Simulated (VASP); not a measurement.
# GeW (Fm-3m) in VASP: settings compared

The runs below take GeW through relaxation of cell and atoms, with PBEsol+D3(BJ), PBEsol+D4, RPBE+D3(BJ), RPBE+D4, revPBE+D3(BJ).

All numbers are computed with VASP 6.6.1; they aren't measurements. Logs are shortened: lines on timing, memory, paths and dates and some standing lists are left out, and cuts for length are marked.

### Step 1. The cell of the first run

The structure is cubic, space group Fm-3m (No. 225). Conventional cell: a = 5.155 Å, b = 5.155 Å, c = 5.155 Å, α = 90.00°, β = 90.00°, γ = 90.00°. Ge (site symmetry m-3m) has 6 W at 2.58 Å within 3.4 Å. W (site symmetry m-3m) has 6 Ge at 2.58 Å within 3.4 Å.

### Step 2. Relaxation of cell and atoms, PBEsol+D3(BJ)

Input file INCAR:

```
PREC     = Accurate       # precision mode
ENCUT    = 600            # plane-wave cutoff, eV
EDIFF    = 1E-7           # SCF threshold, eV
ISMEAR   = -1             # smearing method
SIGMA    = 0.05           # smearing width, eV
LREAL    = False          # projectors in reciprocal space
LASPH    = True           # aspherical terms in the spheres
NELM     = 100            # most SCF steps
ALGO     = Normal         # electronic algorithm
ISIF     = 3              # what is computed and relaxed
LWAVE    = False          # write WAVECAR
LCHARG   = False          # write CHGCAR
GGA      = PS             # functional
IVDW     = 12             # dispersion correction
IBRION   = 2              # ionic algorithm
NSW      = 60             # ionic steps
EDIFFG   = -0.01          # ionic threshold
```

Input file KPOINTS:

```
Automatic mesh
0
Gamma
  9 9 9
```

Input file POSCAR:

```
GeW
1.0
    0.0000000000      2.5776100000      2.5776100000
    2.5776100000      0.0000000000      2.5776100000
    2.5776100000      2.5776100000      0.0000000000
Ge W
1 1
Direct
    0.5000000000      0.5000000000      0.5000000000
    0.0000000000      0.0000000000      0.0000000000
```

Potentials or basis: VASP PAW PBE potentials, release 64 (Ge_d, W_sv).

Run with:

```
$ cat potpaw_PBE.64/Ge_d/POTCAR potpaw_PBE.64/W_sv/POTCAR > POTCAR
$ mpirun -np 1 vasp_std > vasp.out
```

OUTCAR:

```text
PREC = Accurate
   ENCUT = 600
   EDIFF = 1E-7
   ISMEAR = -1
   LREAL = False
   LASPH = True
   NELM = 100
   ISIF = 3
   GGA = PS
   IVDW = 12
   IBRION = 2
   NSW = 60
   EDIFFG = -0.01
 IVDW          = 12

 ion  position               nearest neighbor table
   1  0.500  0.500  0.500-   2 2.58   2 2.58   2 2.58   2 2.58   2 2.58   2 2.58
   2  0.000  0.000  0.000-   1 2.58   1 2.58   1 2.58   1 2.58   1 2.58   1 2.58

  LATTYP: Found a face centered cubic cell.
 ALAT       =     5.1552200000

  Lattice vectors:

 A1 = (   0.0000000000,   2.5776100000,   2.5776100000)
 A2 = (   2.5776100000,   0.0000000000,   2.5776100000)
 A3 = (   2.5776100000,   2.5776100000,   0.0000000000)

Analysis of symmetry for initial positions (statically):
=====================================================================
 Subroutine PRICEL returns:
 Original cell was already a primitive cell.

 Routine SETGRP: Setting up the symmetry group for a
 face centered cubic supercell.

 Subroutine GETGRP returns: Found 48 space group operations
 (whereof 48 operations were pure point group operations)
 out of a pool of 48 trial point group operations.

The static configuration has the point symmetry O_h .

Analysis of symmetry for dynamics (positions and initial velocities):
=====================================================================
 Subroutine PRICEL returns:
 Original cell was already a primitive cell.

 Routine SETGRP: Setting up the symmetry group for a
 face centered cubic supercell.

 Subroutine GETGRP returns: Found 48 space group operations
 (whereof 48 operations were pure point group operations)
 out of a pool of 48 trial point group operations.

The dynamic configuration has the point symmetry O_h .

 Subroutine INISYM returns: Found 48 space group operations
 (whereof 48 operations are pure point group operations),
 and found     1 'primitive' translations

----------------------------------------------------------------------------------------

                                     Primitive cell

  volume of cell :      34.2517

  direct lattice vectors                    reciprocal lattice vectors
     0.000000000  2.577610000  2.577610000    -0.193978143  0.193978143  0.193978143
     2.577610000  0.000000000  2.577610000     0.193978143 -0.193978143  0.193978143
     2.577610000  2.577610000  0.000000000     0.193978143  0.193978143 -0.193978143

  length of vectors
     3.645291021  3.645291021  3.645291021     0.335979998  0.335979998  0.335979998

  position of ions in fractional coordinates (direct lattice)
     0.500000000  0.500000000  0.500000000
[... 70 lines left out ...]
   ISTART =      0    job   : 0-new  1-cont  2-samecut
   ICHARG =      2    charge: 1-file 2-atom 10-const
   ISPIN  =      1    spin polarized calculation?
   LNONCOLLINEAR =      F non collinear calculations
   LSORBIT =      F    spin-orbit coupling
   LASPH  =      T    aspherical Exc in radial PAW
   ENCUT  =  600.0 eV  44.10 Ry    6.64 a.u.   7.28  7.28  7.28*2*pi/ulx,y,z
   NELM   =    100;   NELMIN=  2; NELMDL= -5     # of ELM steps
   EDIFF  = 0.1E-06   stopping-criterion for ELM
   LREAL  =      F    real-space projection
   EDIFFG = -.1E-01   stopping-criterion for IOM
   NSW    =     60    number of steps for IOM
   IBRION =      2    ionic relax: 0-MD 1-quasi-New 2-CG
   NFREE  =      1    steps in history (QN), initial steepest desc. (CG)
   ISIF   =      3    stress and relaxation
   ISYM   =      2    0-nonsym 1-usesym 2-fastsym
   POTIM  = 0.5000    time-step for ionic-motion
   TEBEG  =    0.0;   TEEND  =   0.0 temperature during run
   PSTRESS=    0.0 pullay stress
   NELECT =      28.0000    total number of electrons
   NUPDOWN=      -1.0000    fix difference up-down
   EMIN   =  10.00;   EMAX   =-10.00  energy-range for DOS
   EFERMI =   0.00;   METHOD = LEGACY
   ISMEAR =    -1;   SIGMA  =   0.05  broadening in eV -4-tet -1-fermi 0-gaus
   EFERMI_NEDOS =   21; number of points for ismear=-14 and -15
   IALGO  =     38    algorithm
   IMIX   =      4    mixing-type and parameters
     AMIX     =   0.40;   BMIX     =  1.00
     AMIX_MAG =   1.60;   BMIX_MAG =  1.00
  volume/ion in A,a.u.               =      17.13       115.57
  Fermi-wavevector in a.u.,A,eV,Ry     =   1.530736  2.892672 31.880529  2.343153
  Thomas-Fermi vector in A             =   2.638178
   LORBIT       =      0    0 simple, 1 ext, 2 COOP (PROOUT), +10 PAW based schemes
   GGA     = PS    functional components
   LHFCALC =     F    Hartree Fock is set to
   AEXX    =    0.0000 exact exchange contribution
   IVDW    =    12    specifies the selected vdW correction
   LEPSILON=     F    determine dielectric tensor
   LRPA    =     F    only Hartree local field effects (RPA)
 conjugate gradient relaxation of ions
 non-spin polarized calculation
  energy-cutoff  :      600.00
  volume of cell :       34.25
 maximum number of plane-waves:      1158
 NGX is ok and might be reduce to    30
   NGX = 15   NGY = 15   NGZ = 15

--------------------------------------- Ionic step        1  -------------------------------------------

 number of electron      28.0000000 magnetization

 Free energy of the ion-electron system (eV)
  ---------------------------------------------------
  ext. energy  EPLUGINS =         0.00000000
  ---------------------------------------------------
  free energy    TOTEN  =       -17.05198246 eV

  energy without entropy =      -17.02808408  energy(sigma->0) =      -17.04003327

------------------------ aborting loop because EDIFF is reached ----------------------------------------

 Edisp (eV)   -1.02651

 E8    (eV) :    -0.7255
[... 31 lines left out ...]
--------------------------------------- Ionic step        2  -------------------------------------------

 number of electron      28.0000009 magnetization

 E-fermi :  11.1388     XC(G=0): -13.4823

 val. band max:       11.1304775891   @ k =   0.3333   0.1111   0.0000
 cond. band min:      11.1479528059   @ k =  -0.3333   0.3333   0.1111
 fundamental gap:      0.0174752169
 Fermi energy:        11.1387782497

 k-point     1 :       0.0000    0.0000    0.0000
  band No.  band energies     occupation
      1     -63.1276      2.00000
      2     -27.3908      2.00000
      3     -27.3908      2.00000
      4     -27.3908      2.00000
      5     -13.4978      2.00000
      6     -13.4978      2.00000
[... 574 lines left out ...]
--------------------------------------- Ionic step        4  -------------------------------------------

 number of electron      28.0000008 magnetization

 Free energy of the ion-electron system (eV)
  ---------------------------------------------------
  ext. energy  EPLUGINS =         0.00000000
  ---------------------------------------------------
  free energy    TOTEN  =       -17.05569276 eV

  energy without entropy =      -17.03260811  energy(sigma->0) =      -17.04415043

 E-fermi :   9.6455     XC(G=0): -12.8779

 val. band max:        9.6232164037   @ k =  -0.3333   0.3333   0.1111
 cond. band min:       9.6480474423   @ k =   0.3333   0.1111   0.0000
 fundamental gap:      0.0248310386
 Fermi energy:         9.6454508161

 k-point     1 :       0.0000    0.0000    0.0000
  band No.  band energies     occupation
      1     -64.7471      2.00000
      2     -28.9532      2.00000
      3     -28.9532      2.00000
      4     -28.9532      2.00000
      5     -14.7883      2.00000
      6     -14.7883      2.00000
[... 528 lines left out ...]
  FREE ENERGIE OF THE ION-ELECTRON SYSTEM (eV)
  ---------------------------------------------------
  free  energy   TOTEN  =       -18.1453834948 eV

  energy  without entropy=      -18.1222988426  energy(sigma->0) =      -18.13384117

 reached required accuracy - stopping structural energy minimisation
```

It took 2 min on 1 thread of Intel Xeon Platinum 8259CL at 2.50GHz (Skylake/Cascade Lake), shared host; peak memory 0.2 GiB.

What came out:

- Free energy: -18.1454 eV
- Relaxed volume: 16.16 Å³/atom
- Relaxed cell: a = 3.575 Å, b = 3.575 Å, c = 3.575 Å, α = 60.00°, β = 60.00°, γ = 60.00°
- Space group after relaxing (to 0.05 Å): Fm-3m (No. 225)
- Energy gained by relaxing: 33.4 meV/atom
- Ionic steps: 4
- Pressure after relaxing: -0.1 GPa
- Band gap on the k mesh: zero (band 14 reaches 10.25 eV, above the bottom of band 15 at 8.39 eV)
- Dispersion energy per atom: -0.545 eV

Step by step:
| step | energy change (eV) | largest force (eV/Å) | pressure (GPa) | volume (Å³) |
| --- | --- | --- | --- | --- |
| 1 | 0.0000 | 0.0000 | -10.41 | 34.25 |
| 2 | 0.1863 | 0.0000 | 27.31 | 29.03 |
| 3 | -0.0668 | 0.0000 | -0.36 | 32.36 |
| 4 | -0.0669 | 0.0000 | -0.09 | 32.31 |

Final structure:
```cif
data_structure
_symmetry_space_group_name_H-M 'P 1'
_symmetry_Int_Tables_number 1
_cell_length_a 3.5751
_cell_length_b 3.5751
_cell_length_c 3.5751
_cell_angle_alpha 60.000
_cell_angle_beta 60.000
_cell_angle_gamma 60.000
_cell_volume 32.31
loop_
_atom_site_label
_atom_site_type_symbol
_atom_site_fract_x
_atom_site_fract_y
_atom_site_fract_z
_atom_site_occupancy
Ge1 Ge 0.50000 0.50000 0.50000 1
W1 W 0.00000 0.00000 0.00000 1
```

Caveat: the PAW data sets were made with another functional, which shifts forces and pressure a little; spin-orbit coupling is left out, which moves the levels of the heavy elements; pairwise dispersion overbinds metals, which lowers pressure and volume.

### Step 3. Relaxation of cell and atoms, PBEsol+D4

Input file INCAR:

```
SYSTEM = GeW
PREC     = Accurate       ! precision mode
ENCUT    = 600            ! plane-wave cutoff, eV
EDIFF    = 1E-7           ! SCF threshold, eV
ISMEAR   = -1             ! smearing method
SIGMA    = 0.05           ! smearing width, eV
LREAL    = .False.        ! projectors in reciprocal space
LASPH    = .True.         ! aspherical terms in the spheres
NELM     = 60             ! most SCF steps
ALGO     = Normal         ! electronic algorithm
ISIF     = 3              ! what is computed and relaxed
LWAVE    = .False.        ! write WAVECAR
LCHARG   = .False.        ! write CHGCAR
GGA      = PS             ! functional
IVDW     = 13             ! dispersion correction
IBRION   = 2              ! ionic algorithm
NSW      = 60             ! ionic steps
EDIFFG   = -0.01          ! ionic threshold
```

Input file KPOINTS:

```
regular mesh
0
Gamma
  9 9 9
  0 0 0
```

POSCAR is that of step 2.

Potentials or basis: VASP PAW PBE potentials, release 64 (Ge_d, W_sv).

Run with:

```
$ cat potpaw_PBE.64/Ge_d/POTCAR potpaw_PBE.64/W_sv/POTCAR > POTCAR
$ mpirun -np 1 vasp_std > vasp.out
```

OUTCAR:

```text
SYSTEM = GeW
   PREC = Accurate
   ENCUT = 600
   EDIFF = 1E-7
   ISMEAR = -1
   LREAL = .False.
   LASPH = .True.
   NELM = 60
   ISIF = 3
   GGA = PS
   IVDW = 13
   IBRION = 2
   NSW = 60
   EDIFFG = -0.01

 ion  position               nearest neighbor table
   1  0.500  0.500  0.500-   2 2.58   2 2.58   2 2.58   2 2.58   2 2.58   2 2.58
   2  0.000  0.000  0.000-   1 2.58   1 2.58   1 2.58   1 2.58   1 2.58   1 2.58

  LATTYP: Found a face centered cubic cell.
 ALAT       =     5.1552200000

  Lattice vectors:

 A1 = (   0.0000000000,   2.5776100000,   2.5776100000)
 A2 = (   2.5776100000,   0.0000000000,   2.5776100000)
 A3 = (   2.5776100000,   2.5776100000,   0.0000000000)

Analysis of symmetry for initial positions (statically):
=====================================================================
 Subroutine PRICEL returns:
 Original cell was already a primitive cell.

 Routine SETGRP: Setting up the symmetry group for a
 face centered cubic supercell.

 Subroutine GETGRP returns: Found 48 space group operations
 (whereof 48 operations were pure point group operations)
 out of a pool of 48 trial point group operations.

The static configuration has the point symmetry O_h .

Analysis of symmetry for dynamics (positions and initial velocities):
=====================================================================
 Subroutine PRICEL returns:
 Original cell was already a primitive cell.

 Routine SETGRP: Setting up the symmetry group for a
 face centered cubic supercell.

 Subroutine GETGRP returns: Found 48 space group operations
 (whereof 48 operations were pure point group operations)
 out of a pool of 48 trial point group operations.

The dynamic configuration has the point symmetry O_h .

 Subroutine INISYM returns: Found 48 space group operations
 (whereof 48 operations are pure point group operations),
 and found     1 'primitive' translations

----------------------------------------------------------------------------------------

                                     Primitive cell

[... 101 lines left out ...]
   NELECT =      28.0000    total number of electrons
   NUPDOWN=      -1.0000    fix difference up-down
   EMIN   =  10.00;   EMAX   =-10.00  energy-range for DOS
   EFERMI =   0.00;   METHOD = LEGACY
   ISMEAR =    -1;   SIGMA  =   0.05  broadening in eV -4-tet -1-fermi 0-gaus
   EFERMI_NEDOS =   21; number of points for ismear=-14 and -15
   IALGO  =     38    algorithm
   IMIX   =      4    mixing-type and parameters
     AMIX     =   0.40;   BMIX     =  1.00
     AMIX_MAG =   1.60;   BMIX_MAG =  1.00
  volume/ion in A,a.u.               =      17.13       115.57
  Fermi-wavevector in a.u.,A,eV,Ry     =   1.530736  2.892672 31.880529  2.343153
  Thomas-Fermi vector in A             =   2.638178
   LORBIT       =      0    0 simple, 1 ext, 2 COOP (PROOUT), +10 PAW based schemes
   GGA     = PS    functional components
   LHFCALC =     F    Hartree Fock is set to
   AEXX    =    0.0000 exact exchange contribution
   IVDW    =    13    specifies the selected vdW correction
   LEPSILON=     F    determine dielectric tensor
   LRPA    =     F    only Hartree local field effects (RPA)
 conjugate gradient relaxation of ions
 non-spin polarized calculation
  energy-cutoff  :      600.00
  volume of cell :       34.25
 maximum number of plane-waves:      1158
 NGX is ok and might be reduce to    30
   NGX = 15   NGY = 15   NGZ = 15

--------------------------------------- Ionic step        1  -------------------------------------------

 number of electron      28.0000000 magnetization

 Free energy of the ion-electron system (eV)
  ---------------------------------------------------
  ext. energy  EPLUGINS =         0.00000000
  ---------------------------------------------------
  free energy    TOTEN  =       -17.05198246 eV

  energy without entropy =      -17.02808408  energy(sigma->0) =      -17.04003327

------------------------ aborting loop because EDIFF is reached ----------------------------------------

  DFT-D4 for vdW energy calculation

  Edisp (eV):   -0.59791
[... 31 lines left out ...]
--------------------------------------- Ionic step        2  -------------------------------------------

 number of electron      27.9999994 magnetization

 E-fermi :  10.6012     XC(G=0): -13.2683

 val. band max:       10.5991678212   @ k =  -0.3333   0.3333   0.1111
 cond. band min:      10.6406695144   @ k =   0.3333   0.2222   0.0000
 fundamental gap:      0.0415016932
 Fermi energy:        10.6011859474

 k-point     1 :       0.0000    0.0000    0.0000
  band No.  band energies     occupation
      1     -63.7090      2.00000
      2     -27.9512      2.00000
      3     -27.9512      2.00000
      4     -27.9512      2.00000
      5     -13.9552      2.00000
      6     -13.9552      2.00000
[... 574 lines left out ...]
--------------------------------------- Ionic step        4  -------------------------------------------

 number of electron      28.0000011 magnetization

 Free energy of the ion-electron system (eV)
  ---------------------------------------------------
  ext. energy  EPLUGINS =         0.00000000
  ---------------------------------------------------
  free energy    TOTEN  =       -17.06633718 eV

  energy without entropy =      -17.04307273  energy(sigma->0) =      -17.05470496

 E-fermi :   9.4762     XC(G=0): -12.8074

 val. band max:        9.4503848755   @ k =  -0.3333   0.3333   0.1111
 cond. band min:       9.4796471530   @ k =   0.3333   0.1111   0.0000
 fundamental gap:      0.0292622775
 Fermi energy:         9.4761835341

 k-point     1 :       0.0000    0.0000    0.0000
  band No.  band energies     occupation
      1     -64.9315      2.00000
      2     -29.1314      2.00000
      3     -29.1314      2.00000
      4     -29.1314      2.00000
      5     -14.9383      2.00000
      6     -14.9383      2.00000
[... 528 lines left out ...]
  FREE ENERGIE OF THE ION-ELECTRON SYSTEM (eV)
  ---------------------------------------------------
  free  energy   TOTEN  =       -17.6901304729 eV

  energy  without entropy=      -17.6668660205  energy(sigma->0) =      -17.67849825

 reached required accuracy - stopping structural energy minimisation
```

OSZICAR:

```text
N       E                     dE             d eps       ncg     rms          rms(c)
DAV:   1     0.217294710996E+03    0.21729E+03   -0.16452E+04  1334   0.377E+03
[... 38 lines left out ...]
       N       E                     dE             d eps       ncg     rms          rms(c)
DAV:   1    -0.170666554568E+02    0.23289E-03   -0.57566E-03  1622   0.129E+00    0.163E-01
DAV:   2    -0.170663875545E+02    0.26790E-03   -0.63638E-04  1564   0.321E-01    0.414E-02
DAV:   3    -0.170663467715E+02    0.40783E-04   -0.54523E-05  1620   0.135E-01    0.228E-02
DAV:   4    -0.170663372071E+02    0.95644E-05   -0.10701E-05  1434   0.447E-02    0.103E-02
DAV:   5    -0.170663372176E+02   -0.10535E-07   -0.16107E-06  1592   0.211E-02    0.171E-03
DAV:   6    -0.170663371827E+02    0.34973E-07   -0.19761E-07   774   0.748E-03
   4 F= -.17690130E+02 E0= -.17678498E+02  d E =-.402414E-01
```

CONTCAR:

```text
GeW
   1.00000000000000
     0.0000000000000000    2.5387957344075227    2.5387957344075227
     2.5387957344075227   -0.0000000000000000    2.5387957344075227
     2.5387957344075227    2.5387957344075227    0.0000000000000000
  Ge              W
     1     1
Direct
     0.5000000000000000    0.5000000000000000    0.5000000000000000
     0.0000000000000000    1.0000000000000000    1.0000000000000000

  0.00000000E+00  0.00000000E+00  0.00000000E+00
  0.00000000E+00  0.00000000E+00  0.00000000E+00
```

It took 1.7 min on 1 thread of Intel Xeon Platinum 8259CL at 2.50GHz (Skylake/Cascade Lake), shared host; peak memory 0.2 GiB.

What came out:

* Free energy: -17.6901 eV
* Relaxed volume: 16.36 Å³/atom
* Relaxed cell: a = 3.590 Å, b = 3.590 Å, c = 3.590 Å, α = 60.00°, β = 60.00°, γ = 60.00°
* Space group after relaxing (to 0.05 Å): Fm-3m (No. 225)
* Energy gained by relaxing: 20.1 meV/atom
* Ionic steps: 4
* Pressure after relaxing: 0.0 GPa
* Band gap on the k mesh: zero (band 14 reaches 10.07 eV, above the bottom of band 15 at 8.24 eV)
* Dispersion energy per atom: -0.312 eV

The path:
```
step  energy change (eV)  largest force (eV/Å)  pressure (GPa)  volume (Å³)
   1              0.0000                0.0000           -8.10        34.25
   2              0.1053                0.0000           19.44        30.13
   3             -0.0402                0.0000           -0.22        32.76
   4             -0.0402                0.0000           -0.03        32.73
```

Final structure:
```
CELL_PARAMETERS angstrom
0.00000 2.53880 2.53880
2.53880 0.00000 2.53880
2.53880 2.53880 0.00000
ATOMIC_POSITIONS crystal
Ge 0.50000 0.50000 0.50000
W 0.00000 0.00000 0.00000
```

Caveat: the PAW data sets were made with another functional, which shifts forces and pressure a little; spin-orbit coupling is left out, which moves the levels of the heavy elements; pairwise dispersion overbinds metals, which lowers pressure and volume.

[end of part 1 of 2]
